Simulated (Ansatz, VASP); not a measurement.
# Two plane-wave programs on LiCl

```xyz
4
Lattice="1.7591 -7.0028 0.0000 1.7591 7.0028 0.0000 0.0000 0.0000 3.5268" Properties=species:S:1:pos:R:3 pbc="T T T"
Li    1.7591   -4.6006    2.6451
Li    1.7591    4.6006    0.8817
Cl    1.7591   -2.1255    2.6451
Cl    1.7591    2.1255    0.8817
```

Alike in both runs: functional PBE; k mesh 8 × 8 × 6; occupations gaussian, width 0.02 eV; no spin polarisation.

Ansatz relaxed the structure, and its values are those at the end. VASP's run is a single point on that final structure, the one shown.

|  | VASP | Ansatz |
| --- | --- | --- |
| version | VASP 6.6.1 | Ansatz 0.2.0 |
| potentials or method | VASP PAW PBE potentials, release 64 (Li_sv, Cl), cutoff 520 eV | scalar-relativistic, plane waves, PAW |
| valence electrons in the cell | 20 | 20 |

Ansatz gave:

- gap on the k mesh at the Fermi level (eV): 5.64
- least direct gap on the mesh (eV): 5.80

Task: What did VASP give for the same quantities?

Result: gap on the k mesh at the Fermi level (eV): 5.64; least direct gap on the mesh (eV): 5.81.

The functional is the same, so the differences come from potentials, cutoffs and numerics.

Noted on VASP's run: the cutoff is under 1.25 times that of the potentials, so the pressure is a little rough.
